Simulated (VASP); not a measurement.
# GaP: relaxation of cell and atoms with PBE

GaP:

```xyz
4
Lattice="1.9430 1.1218 6.4308 -1.9430 1.1218 6.4308 0.0000 -2.2436 6.4308" Properties=species:S:1:pos:R:3 pbc="T T T"
Ga    0.0000    0.0000    8.3994
Ga    0.0000    0.0000   10.8930
P     0.0000    0.0000    1.1072
P     0.0000    0.0000   18.1853
```

| Quantity | Value |
| --- | --- |
| Program | VASP 6.6.1 |
| Task | relaxation of cell and atoms |
| Functional | PBE |
| Potentials or basis | VASP PAW PBE potentials, release 64 (Ga_d, P) |
| Cutoff | 600 eV |
| k mesh | 9 × 9 × 9 |
| Occupations | gaussian, width 0.02 eV |
| Spin | no spin polarisation |
| Dipole correction | no |
| Further INCAR settings | ALGO = Normal; EDIFF = 1e-06; IBRION = 2; EDIFFG = -0.005; NSW = 100; ISIF = 3 |

```
Relaxed volume                        : 21.02 Å³/atom
Relaxed cell                          : a = 6.814 Å, b = 6.814 Å, c = 6.814 Å, α = 33.12°, β = 33.12°, γ = 33.12°
Space group after relaxing (to 0.1 Å) : R-3m (No. 166)
Energy gained by relaxing             : 0.1 meV/atom
Ionic steps                           : 3
Pressure after relaxing               : 0.0 GPa
Largest force after relaxing          : 0.004 eV/Å
Band gap on the k mesh                : 0.93 eV (least direct gap 1.13 eV)
```

Forces in eV/Å, atoms in the order of the input:
```
Ga   0.000  0.000  0.001
Ga   0.000  0.000 -0.001
P    0.000  0.000 -0.004
P    0.000  0.000  0.004
```

The path:
| step | energy change (eV) | largest force (eV/Å) | pressure (GPa) | volume (Å³) |
| --- | --- | --- | --- | --- |
| 1 | 0.0000 | 0.0549 | -0.01 | 84.10 |
| 2 | -0.0002 | 0.0157 | 0.04 | 84.08 |
| 3 | -0.0002 | 0.0037 | 0.00 | 84.08 |

Final structure:
```
Ga P
1.0
     1.94221    1.12133    6.43412
    -1.94221    1.12133    6.43412
     0.00000   -2.24267    6.43412
Ga P
2 2
Cartesian
  0.0000 0.0000 8.4073
  0.0000 0.0000 10.8951
  0.0000 0.0000 1.1085
  0.0000 0.0000 18.1939
```

Levels at points of the mesh, in eV from the valence-band top:
```tsv
k point	band 15	band 16	band 17	band 18	band 19	band 20	band 21	band 22
(0.00, 0.00, 0.00)	-1.79	-0.27	0.00	0.00	1.15	1.49	2.75	3.67
```

Wall time 11 min on 1 thread of Oxide Virtual Turin-like Processor, on a shared host, peak memory 0.47 GiB.

Caveat: an odd mesh through Γ misses points on the zone boundary, where band edges can lie.
